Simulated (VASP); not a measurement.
Set up this calculation in VASP 6.6.1, as the native input.

```yaml
Task: single point
Functional: PBEsol
Potentials_or_basis: VASP PAW PBE potentials, release 64 (Ti_sv)
Cutoff: 520 eV
k_mesh: 22 × 22 × 22
Occupations: gaussian, width 0.15 eV
Spin: collinear spin
Starting_moments: "[0.375] μB"
Fixed_moment: 0.375 μB
Dipole_correction: no
Further_INCAR_settings: ALGO = Fast; EDIFF = 1e-07; NBANDS = 16
```

The structure of Ti lies in POSCAR:

```
Ti
1.0
   -1.6051145456      1.6051145456      1.6051145456
    1.6051145456     -1.6051145456      1.6051145456
    1.6051145456      1.6051145456     -1.6051145456
Ti
1
Direct
    0.0000000000      0.0000000000      0.0000000000
```

This isn't the form of Ti at room conditions, which is hcp.

The input as run:

INCAR

```
SYSTEM = Ti
PREC = Accurate
ENCUT = 520
EDIFF = 1E-7
ISMEAR = 0
SIGMA = 0.15
LREAL = .False.
LASPH = .True.
NELM = 150
ALGO = Fast
ISIF = 2
LWAVE = .False.
LCHARG = .False.
ISPIN = 2
MAGMOM = 0.375
LORBIT = 11
NUPDOWN = 0.375
LMAXMIX = 4
GGA = PS
NBANDS = 16
```

KPOINTS

```
regular mesh
0
Gamma
  22 22 22
  0 0 0
```

Potentials or basis: VASP PAW PBE potentials, release 64 (Ti_sv).

The run is started by

```sh
$ cat potpaw_PBE.64/Ti_sv/POTCAR > POTCAR
$ mpirun -np 1 vasp_std > vasp.out
```

Results of the run:

- Pressure: 0.2 GPa
- Net moment: 0.38 μB per cell
- Site moments: Ti +0.27 μB
- Valence electrons inside the program's atomic spheres: Ti 10.33

Caveat: the PAW data sets were made with another functional, which shifts forces and pressure a little; the total moment is fixed, so each spin has its own Fermi level and the state may be an excited one.

Run time: 100 s on 1 thread of Intel(R) Xeon(R) 6975P-C (Granite Rapids) (shared host), peak memory 0.25 GiB.
